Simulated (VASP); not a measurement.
Set up this calculation in VASP 6.6.1, as the native input.

```yaml
Task: single point
Functional: PBE
Potentials_or_basis: VASP PAW PBE potentials, release 64 (Hf_pv, N)
Cutoff: 520 eV
k_mesh: 9 × 9 × 9
Occupations: fermi-dirac, width 0.1 eV
Spin: no spin polarisation
Dipole_correction: no
Further_INCAR_settings: ALGO = Normal; EDIFF = 1e-06; NBANDS = 14
```

The structure of HfN lies in POSCAR:

```
HfN
1.0
    0.0000000000      2.2560000000      2.2560000000
    2.2560000000      0.0000000000      2.2560000000
    2.2560000000      2.2560000000      0.0000000000
Hf N
1 1
Direct
    0.0000000000      0.0000000000      0.0000000000
    0.5000000000      0.5000000000      0.5000000000
```

One way to write it, as run:

INCAR

```
SYSTEM = HfN
ALGO = Normal ; EDIFF = 1E-6
ENCUT = 520 ; GGA = PE
ISIF = 2 ; ISMEAR = -1
LASPH = .TRUE. ; LCHARG = .FALSE.
LREAL = .FALSE. ; LWAVE = .FALSE.
NBANDS = 14 ; NELM = 60
PREC = Accurate ; SIGMA = 0.1
```

KPOINTS

```
k-points
0
G
  9 9 9
  0 0 0
```

Potentials or basis: VASP PAW PBE potentials, release 64 (Hf_pv, N).

Run with:

```console
$ cat potpaw_PBE.64/Hf_pv/POTCAR potpaw_PBE.64/N/POTCAR > POTCAR
$ mpirun -np 1 vasp_std > vasp.out
```

Results of the run:

- Pressure: 4.2 GPa

It took 7.8 s on 1 thread of Intel Xeon 6975P-C, with other jobs on the host, peak memory 0.14 GiB.
